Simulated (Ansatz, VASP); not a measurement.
Ca: VASP beside Ansatz

```xyz
1
Lattice="3.3690 0.0000 0.0000 0.0000 3.3690 0.0000 0.0000 0.0000 3.3690" Properties=species:S:1:pos:R:3 pbc="T T T"
Ca    0.0000    0.0000    0.0000
```

Alike in both runs: functional LDA; k mesh 9 × 9 × 9; occupations fermi-dirac, width 0.1 eV; no spin polarisation.

Ansatz relaxed the structure, and its values are those at the end. VASP's run is a single point on that final structure, the one shown.

```csv
,VASP,Ansatz
version,VASP 6.6.1,Ansatz 0.2.0
potentials or method,"VASP PAW LDA potentials, release 64 (Ca_sv), cutoff 520 eV","plane waves (420 eV) with PAW, scalar-relativistic"
valence electrons in the cell,10,10
```

```csv
,VASP,Ansatz,Ansatz less VASP
pressure (GPa),0.0,0.0,+0.03
```

Ansatz warns that its potentials were made for another functional, while VASP's fit it. LDA's correlation is that of Perdew and Zunger in VASP and of Perdew and Wang (1992) in Ansatz.
